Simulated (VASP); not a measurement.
# WC (P-6m2) in VASP: a series of runs

The runs below take WC through relaxation of shape and atoms at fixed volume, with PBE.

All numbers are computed with VASP 6.6.1; they aren't measurements. Logs are shortened: lines on timing, memory, paths and dates and some standing lists are left out, and cuts for length are marked.

## 1. The cell of the first run

Symmetry: P-6m2, No. 187, hexagonal system. The conventional cell has a = 2.982 Å, b = 2.982 Å, c = 2.898 Å, α = 90.00°, β = 90.00°, γ = 120.00°. W (site symmetry -6m2) has 6 C at 2.25 Å and 8 W at 2.90 to 2.98 Å within 3.0 Å. C (site symmetry -6m2) has 6 W at 2.25 Å and 8 C at 2.90 to 2.98 Å within 3.0 Å.

## 2. Relaxation of shape and atoms at fixed volume, PBE (11.15 Å³/atom)

The input, INCAR:

```
SYSTEM = WC
ALGO = Normal
EDIFF = 1E-6
EDIFFG = -0.01
ENCUT = 600
GGA = PE
IBRION = 2
ISIF = 4
ISMEAR = 0
LASPH = .True.
LCHARG = .False.
LREAL = .False.
LWAVE = .False.
NELM = 80
NSW = 50
PREC = Accurate
SIGMA = 0.1
```

The input, KPOINTS:

```
k-points
0
Gamma
  18 18 14
  0 0 0
```

The input, POSCAR:

```
WC
1.0
    2.9815575238      0.0000000000      0.0000000000
   -1.4907787619      2.5821045585      0.0000000000
    0.0000000000      0.0000000000      2.8978769483
W C
1 1
Direct
    0.0000000000      0.0000000000      0.0000000000
    0.6666666667      0.3333333333      0.5000000000
```

Potentials or basis: VASP PAW PBE potentials, release 64 (W_sv, C).

Run with:

```sh
$ cat potpaw_PBE.64/W_sv/POTCAR potpaw_PBE.64/C/POTCAR > POTCAR
$ mpirun -np 1 vasp_std > vasp.out
```

OUTCAR:

```text
SYSTEM = WC
   EDIFF = 1E-6
   EDIFFG = -0.01
   ENCUT = 600
   GGA = PE
   IBRION = 2
   ISIF = 4
   ISMEAR = 0
   LASPH = .True.
   LREAL = .False.
   NELM = 80
   NSW = 50
   PREC = Accurate

 ion  position               nearest neighbor table
   1  0.000  0.000  0.000-   2 2.25   2 2.25   2 2.25   2 2.25   2 2.25   2 2.25
   2  0.667  0.333  0.500-   1 2.25   1 2.25   1 2.25   1 2.25   1 2.25   1 2.25

  LATTYP: Found a hexagonal cell.
 ALAT       =     2.9815575238
 C/A-ratio  =     0.9719339389

  Lattice vectors:

 A1 = (   2.9815575238,   0.0000000000,   0.0000000000)
 A2 = (  -1.4907787619,   2.5821045585,   0.0000000000)
 A3 = (   0.0000000000,   0.0000000000,   2.8978769483)

Analysis of symmetry for initial positions (statically):
=====================================================================
 Subroutine PRICEL returns:
 Original cell was already a primitive cell.

 Routine SETGRP: Setting up the symmetry group for a
 hexagonal supercell.

 Subroutine GETGRP returns: Found 12 space group operations
 (whereof 12 operations were pure point group operations)
 out of a pool of 24 trial point group operations.

The static configuration has the point symmetry D_3h.

Analysis of symmetry for dynamics (positions and initial velocities):
=====================================================================
 Subroutine PRICEL returns:
 Original cell was already a primitive cell.

 Routine SETGRP: Setting up the symmetry group for a
 hexagonal supercell.

 Subroutine GETGRP returns: Found 12 space group operations
 (whereof 12 operations were pure point group operations)
 out of a pool of 24 trial point group operations.

The dynamic configuration has the point symmetry D_3h.

 Subroutine INISYM returns: Found 12 space group operations
 (whereof 12 operations are pure point group operations),
 and found     1 'primitive' translations

----------------------------------------------------------------------------------------

                                     Primitive cell

  volume of cell :      22.3099

  direct lattice vectors                    reciprocal lattice vectors
     2.981557524  0.000000000  0.000000000     0.335395172  0.193640493  0.000000000
    -1.490778762  2.582104559  0.000000000     0.000000000  0.387280986  0.000000000
     0.000000000  0.000000000  2.897876948     0.000000000  0.000000000  0.345080215

  length of vectors
     2.981557524  2.981557524  2.897876948     0.387280986  0.387280986  0.345080215

  position of ions in fractional coordinates (direct lattice)
     0.000000000  0.000000000  0.000000000
[... 103 lines left out ...]
   GGA     = PE    functional components
   LHFCALC =     F    Hartree Fock is set to
   AEXX    =    0.0000 exact exchange contribution
   IVDW    =     0    specifies the selected vdW correction
   LEPSILON=     F    determine dielectric tensor
   LRPA    =     F    only Hartree local field effects (RPA)
 conjugate gradient relaxation of ions
 non-spin polarized calculation
 Gauss-broadening in eV      SIGMA  =   0.10
  energy-cutoff  :      600.00
  volume of cell :       22.31
 maximum number of plane-waves:       774
 NGX is ok and might be reduce to    24
   NGX = 11   NGY = 11   NGZ = 11

--------------------------------------- Ionic step        1  -------------------------------------------

 number of electron      18.0000000 magnetization

 Free energy of the ion-electron system (eV)
  ---------------------------------------------------
  ext. energy  EPLUGINS =         0.00000000
  ---------------------------------------------------
  free energy    TOTEN  =       -22.37711464 eV

  energy without entropy =      -22.37557246  energy(sigma->0) =      -22.37634355

------------------------ aborting loop because EDIFF is reached ----------------------------------------

  FORCE on cell =-STRESS in cart. coord.  units (eV):
  Direction    XX          YY          ZZ          XY          YZ          ZX
  --------------------------------------------------------------------------------------
  -------------------------------------------------------------------------------------
  Total       -2.5815510     -2.5815510     -2.7743939      0.0000000      0.0000000      0.0000000
  in kB     -185.3934259   -185.3934259   -199.2423900      0.0000000      0.0000000      0.0000000
  external PRESSURE =    -190.0097472 kB  Pullay stress =       0.0000000 kB
[... 59 lines left out ...]
--------------------------------------- Ionic step        3  -------------------------------------------

 number of electron      17.9999999 magnetization

 Free energy of the ion-electron system (eV)
  ---------------------------------------------------
  ext. energy  EPLUGINS =         0.00000000
  ---------------------------------------------------
  free energy    TOTEN  =       -22.37725621 eV

  energy without entropy =      -22.37568123  energy(sigma->0) =      -22.37646872

 E-fermi :  10.0525     XC(G=0): -13.3994

 val. band max:       10.0466137380   @ k =   0.1111  -0.0000   0.3571
 cond. band min:      10.0644569519   @ k =   0.3333   0.3333   0.0714
 fundamental gap:      0.0178432139
 Fermi energy:        10.0524680429

 k-point     1 :       0.0000    0.0000    0.0000
  band No.  band energies     occupation
      1     -64.0908      2.00000
      2     -28.0581      2.00000
      3     -27.9965      2.00000
      4     -27.9965      2.00000
      5      -3.8297      2.00000
      6       6.1605      2.00000
      7       6.9869      2.00000
      8       6.9869      2.00000
      9      10.2106      0.02535
     10      12.9882      0.00000
     11      12.9882      0.00000
     12      15.3216      0.00000
     13      15.3216      0.00000
[... 354 lines left out ...]
  band No.  band energies     occupation
      1     -64.0507      2.00000
      2     -28.5707      2.00000
      3     -28.1822      2.00000
      4     -27.9769      2.00000
      5      -0.7292      2.00000
      6       3.5488      2.00000
      7       6.7535      2.00000
      8       6.9167      2.00000
      9       9.5909      2.00000
     10      11.7765      0.00000
     11      13.3005      0.00000
     12      14.3651      0.00000
     13      17.0731      0.00000

 [... further k-points ...]

------------------------ aborting loop because EDIFF is reached ----------------------------------------

  FORCE on cell =-STRESS in cart. coord.  units (eV):
  Direction    XX          YY          ZZ          XY          YZ          ZX
  --------------------------------------------------------------------------------------
  -------------------------------------------------------------------------------------
  Total       -2.6367537     -2.6367537     -2.6314982      0.0000000      0.0000000      0.0000000
  in kB     -189.3577986   -189.3577986   -188.9803731      0.0000000      0.0000000      0.0000000
  external PRESSURE =    -189.2319901 kB  Pullay stress =       0.0000000 kB
[... 17 lines left out ...]
  FREE ENERGIE OF THE ION-ELECTRON SYSTEM (eV)
  ---------------------------------------------------
  free  energy   TOTEN  =       -22.3772562116 eV

  energy  without entropy=      -22.3756812272  energy(sigma->0) =      -22.37646872

 reached required accuracy - stopping structural energy minimisation
```

CONTCAR:

```text
WC
   1.00000000000000
     2.9837435711126252    0.0000000000000000    0.0000000000000000
    -1.4918717855563126    2.5839977310040183   -0.0000000000000000
     0.0000000000000000    0.0000000000000000    2.8936322299983286
  W               C
     1     1
Direct
     0.0000000000000000    0.0000000000000000    1.0000000000000000
     0.6666666667000030    0.3333333332999970    0.5000000000000000

  0.00000000E+00  0.00000000E+00  0.00000000E+00
  0.00000000E+00  0.00000000E+00  0.00000000E+00
```

It took 2.1 min on 1 thread of Intel Xeon 8259CL, shared host; peak memory 0.24 GiB.

Results:

```yaml
Free_energy: -22.3773 eV
Energy_gained_by_relaxing: 0.1 meV/atom
Ionic_steps: 3
Pressure_after_relaxing: -18.9 GPa
Band_gap_on_the_k_mesh: zero (bands 9 and 10 overlap by 1.15 eV)
```

Step by step:
```tsv
step	energy change (eV)	largest force (eV/Å)	pressure (GPa)	volume (Å³)
1	0.0000	0.0000	-19.00	22.31
2	0.0000	0.0000	-18.82	22.31
3	-0.0001	0.0000	-18.92	22.31
```

Final structure:
```
CELL_PARAMETERS angstrom
2.98374 0.00000 0.00000
-1.49187 2.58400 0.00000
0.00000 0.00000 2.89363
ATOMIC_POSITIONS crystal
W 0.00000 0.00000 0.00000
C 0.66667 0.33333 0.50000
```

Levels at points of the mesh, in eV from the Fermi level:
```tsv
k point	band 5	band 6	band 7	band 8	band 9	band 10	band 11	band 12	band 13
(0.00, 0.00, 0.00)	-13.88	-3.89	-3.07	-3.07	0.16	2.94	2.94	5.27	5.27
(0.50, 0.00, 0.00)	-10.79	-6.68	-3.23	-3.22	-0.45	2.17	4.08	4.37	6.47
(0.00, 0.00, 0.50)	-10.23	-8.16	-1.87	-1.87	-0.49	-0.49	3.49	4.31	4.31
(0.50, 0.00, 0.50)	-10.80	-6.00	-3.98	-3.98	0.20	3.96	4.81	6.00	8.46
```

Caveat: spin-orbit coupling is left out, which moves the levels of the heavy elements.

(Part 1 of 2 ends here.)

The gap in the log of VASP goes by the Fermi energy; the results here count the filled bands.